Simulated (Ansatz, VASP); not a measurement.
One calculation of Cd, two programs

The input INCAR:

```
PREC     = Accurate       # precision mode
ENCUT    = 520            # plane-wave cutoff, eV
EDIFF    = 1E-8           # SCF threshold, eV
ISMEAR   = -1             # smearing method
SIGMA    = 0.05           # smearing width, eV
LREAL    = False          # projectors in reciprocal space
LASPH    = True           # aspherical terms in the spheres
NELM     = 80             # most SCF steps
ALGO     = Normal         # electronic algorithm
ISIF     = 2              # what is computed and relaxed
LWAVE    = False          # write WAVECAR
LCHARG   = False          # write CHGCAR
GGA      = PE             # functional
LEFG     = True         
NBANDS   = 19             # bands
```

File KPOINTS:

```
regular mesh
0
Gamma
  14 14 7
```

File POSCAR:

```
Cd
1.0
    2.8895063329      0.0000000000      0.0000000000
   -1.4447531664      2.5023858886      0.0000000000
    0.0000000000      0.0000000000      5.6176500000
Cd
2
Direct
    0.3333333333      0.6666666667      0.2500000000
    0.6666666667      0.3333333333      0.7500000000
```

Input for Ansatz:

```yaml
crystal:
  lattice:
    - [2.8895063329, 0.0, 0.0]
    - [-1.4447531664, 2.5023858886, 0.0]
    - [0.0, 0.0, 5.61765]
  atoms:
    - { symbol: Cd, position: [0.3333333333, 0.6666666667, 0.25] }
    - { symbol: Cd, position: [0.6666666667, 0.3333333333, 0.75] }
kpoints:
  mp_grid: { grid: [14, 14, 7] }
scf:
  occupations: { method: fermi_dirac, width: 0.05 }
hamiltonian:
  xc: pbe
  pseudopotentials: { kind: all_electron, datasets: crystal }
output:
  forces: true
  stress: true
  eigenvalues: true
  efg: { contact_densities: true }
```

Change from the starting cell: equal xx and yy strain of -3 %, crystal datasets.

Alike in both runs: task electric field gradients; functional PBE; k mesh 14 × 14 × 7; occupations fermi-dirac, width 0.05 eV; no spin polarisation.

|  | VASP | Ansatz |
| --- | --- | --- |
| version | VASP 6.6.1 | Ansatz 0.2.0 |
| potentials or method | VASP PAW PBE potentials, release 64 (Cd), cutoff 520 eV | all-electron PAW with datasets made for the crystal, scalar-relativistic |

VASP gave:

- pressure (GPa): 8.7
- traceless stress, the component that is largest in VASP (GPa): -3.49
- size of Vzz on the site where it differs most (V/Å²): 109.1

Question: Estimate Ansatz's values.

Answer: Pressure (GPa): 8.2; traceless stress, the component that is largest in VASP (GPa): -3.25; size of Vzz on the site where it differs most (V/Å²): 101.5.

Ansatz ran all-electron here, and VASP with PAW potentials.
